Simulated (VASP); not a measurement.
Here is a VASP 6.6.1 calculation.

Contents of INCAR:

```
PREC = Accurate
ENCUT = 520
EDIFF = 1E-7
ISMEAR = 0
SIGMA = 0.1
LREAL = False
LASPH = True
NELM = 100
ALGO = Fast
ISIF = 2
LWAVE = False
LCHARG = False
GGA = PE
NBANDS = 55
```

KPOINTS

```
regular mesh
0
Gamma
  12 12 4
```

POSCAR

```
Zn7O
1.0
    4.5619419827      0.0000000000      0.0000000000
   -2.2809709913      3.9507576476      0.0000000000
    0.0000000000      0.0000000000      7.4587898447
Zn O
7 1
Direct
    0.6580897711      0.0000000000      0.2901187153
    0.0000000000      0.6580897711      0.2901187153
    0.3419102289      0.3419102289      0.2901187153
    0.0000000000      0.3419102289      0.7098812847
    0.3419102289      0.0000000000      0.7098812847
    0.6580897711      0.6580897711      0.7098812847
    0.0000000000      0.0000000000      0.0000000000
    0.0000000000      0.0000000000      0.5000000000
```

Potentials or basis: VASP PAW PBE potentials, release 64 (Zn, O).

Run with:

```console
$ cat potpaw_PBE.64/Zn/POTCAR potpaw_PBE.64/O/POTCAR > POTCAR
$ mpirun -np 1 vasp_std > vasp.out
```

**Question.** Predict the largest force.

**Answer.** 0.018 eV/Å.

**Question.** What does it give for the band gap on the k mesh?

**Answer.** Zero (bands 45 and 46 overlap by 2.45 eV).

**Question.** Predict the pressure.

**Answer.** 0.3 GPa.

Forces on the atoms (eV/Å):
```
Zn  -0.015  0.000 -0.009
Zn   0.008 -0.013 -0.009
Zn   0.008  0.013 -0.009
Zn  -0.008  0.013  0.009
Zn   0.015  0.000  0.009
Zn  -0.008 -0.013  0.009
Zn   0.000  0.000  0.000
O    0.000  0.000  0.000
```
